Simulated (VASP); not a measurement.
Pt:

```
CELL_PARAMETERS angstrom
0.00000 1.97158 1.97158
1.97158 0.00000 1.97158
1.97158 1.97158 0.00000
ATOMIC_POSITIONS crystal
Pt 0.00000 0.00000 0.00000
```

| Item | Value |
| --- | --- |
| Program | VASP 6.6.1 |
| Task | relaxation of cell and atoms |
| Functional | PBE |
| Potentials or basis | VASP PAW PBE potentials, release 64 (Pt) |
| Cutoff | 600 eV |
| k mesh | 18 × 18 × 18 |
| Occupations | gaussian, width 0.1 eV |
| Spin | no spin polarisation |

At the start: pressure 4.9 GPa; volume 15.33 Å³/atom.

Q: Where does the relaxation end?

A: Over 3 steps the energy falls by 4.3 meV/atom and the volume is 15.62 Å³/atom (+1.9 %); space group Fm-3m (No. 225, to 0.1 Å) before and after.

Step by step:
| step | energy change (eV) | largest force (eV/Å) | pressure (GPa) | volume (Å³) |
| --- | --- | --- | --- | --- |
| 1 | 0.0000 | 0.0000 | 4.92 | 15.33 |
| 2 | 0.0229 | 0.0000 | -10.60 | 16.40 |
| 3 | -0.0043 | 0.0000 | 0.01 | 15.62 |

Final structure:
```cif
data_structure
_symmetry_space_group_name_H-M 'P 1'
_symmetry_Int_Tables_number 1
_cell_length_a 2.8060
_cell_length_b 2.8060
_cell_length_c 2.8060
_cell_angle_alpha 60.000
_cell_angle_beta 60.000
_cell_angle_gamma 60.000
_cell_volume 15.62
loop_
_atom_site_label
_atom_site_type_symbol
_atom_site_fract_x
_atom_site_fract_y
_atom_site_fract_z
_atom_site_occupancy
Pt1 Pt 0.00000 0.00000 0.00000 1
```
